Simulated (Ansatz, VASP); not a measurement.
# Two plane-wave programs on Sc3Te2

```
Sc Te
1.0
     4.96612    0.00000    0.00000
    -2.48306    4.30078    0.00000
     0.00000    0.00000    5.97397
Sc Te
3 2
Direct
  0.00000 0.00000 0.76327
  0.00000 0.00000 0.23673
  0.66667 0.33333 0.00000
  0.66667 0.33333 0.50000
  0.33333 0.66667 0.00000
```

Change from the starting cell: species swapped into the Fe3Ge2 type (P-6m2, No. 187).

Alike in both runs: functional PBE; k mesh 6 × 6 × 4; occupations gaussian, width 0.1 eV; no spin polarisation.

Ansatz relaxed the structure, and its values are those at the end. VASP's run is a single point on that final structure, the one shown.

|  | VASP | Ansatz |
| --- | --- | --- |
| version | VASP 6.6.1 | Ansatz 0.2.0 |
| potentials or method | VASP PAW PBE potentials, release 64 (Sc_sv, Te), cutoff 520 eV | scalar-relativistic, plane waves, PAW |
| valence electrons in the cell | 45 | 65 |

VASP gave:

* gap on the k mesh at the Fermi level (eV): none
* pressure (GPa): 0.1
* rms of the force components (eV/Å): 0.000

Task: What did Ansatz give for the same quantities?

Result: gap on the k mesh at the Fermi level (eV): none; pressure (GPa): 0.0; rms of the force components (eV/Å): 0.005.

A gap of «none» marks a metal or a gap that the smearing closes. VASP's potentials hold 45 valence electrons a cell and Ansatz's 65, so a difference there can come from the potentials and not from the codes.

Spin-orbit coupling is off throughout.
